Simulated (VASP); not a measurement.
## GaSb2: single point with PBE

Crystal: GaSb2.

```
Ga Sb
1.0
     3.55181    0.00000    0.00000
     0.00000    3.55181    0.00000
     0.00000    0.00000    6.54814
Ga Sb
1 2
Direct
  0.00000 0.00000 0.00000
  0.50000 0.50000 0.26781
  0.50000 0.50000 0.73219
```

The cell was generated, and may not be a known phase.

* Program: VASP 6.6.1
* Task: single point
* Functional: PBE
* Potentials or basis: VASP PAW PBE potentials, release 64 (Ga_d, Sb)
* Cutoff: 520 eV
* k mesh: 6 × 6 × 4
* Occupations: gaussian, width 0.1 eV
* Spin: no spin polarisation

```yaml
Pressure: -0.2 GPa
Largest_force: 0.020 eV/Å
Band_gap_on_the_k_mesh: zero (an odd number of electrons rules out a gap without spin polarisation)
```

Forces on the atoms (eV/Å):
```
Ga   0.000  0.000  0.000
Sb   0.000  0.000 -0.020
Sb   0.000  0.000  0.020
```

Levels at points of the mesh, in eV from the Fermi level:
| k point | band 7 | band 8 | band 9 | band 10 | band 11 | band 12 | band 13 | band 14 | band 15 | band 16 |
| --- | --- | --- | --- | --- | --- | --- | --- | --- | --- | --- |
| (0.00, 0.00, 0.00) | -9.48 | -6.71 | 0.02 | 0.02 | 0.54 | 1.73 | 2.50 | 2.50 | 4.56 | 5.23 |
| (0.50, 0.00, 0.00) | -7.88 | -7.21 | -4.47 | -3.76 | -1.30 | 1.89 | 3.58 | 3.78 | 4.38 | 4.61 |
| (0.50, 0.50, 0.00) | -6.57 | -4.37 | -4.37 | -4.30 | -2.67 | -1.74 | -1.74 | 1.02 | 1.44 | 1.44 |
| (0.00, 0.00, 0.50) | -10.85 | -3.97 | -2.82 | 0.50 | 0.50 | 1.42 | 1.42 | 1.84 | 4.14 | 4.94 |
| (0.50, 0.00, 0.50) | -9.36 | -7.03 | -4.65 | -1.16 | -1.13 | 0.80 | 2.49 | 2.70 | 3.06 | 4.42 |
| (0.50, 0.50, 0.50) | -7.62 | -4.27 | -3.92 | -3.92 | -2.85 | -2.85 | -0.01 | 0.55 | 1.08 | 3.49 |

It took 62 s on 1 thread of Intel Xeon 8259CL, on a shared host, peak memory 0.21 GiB.

Caveat: spin-orbit coupling is left out, which moves the levels of the heavy elements.
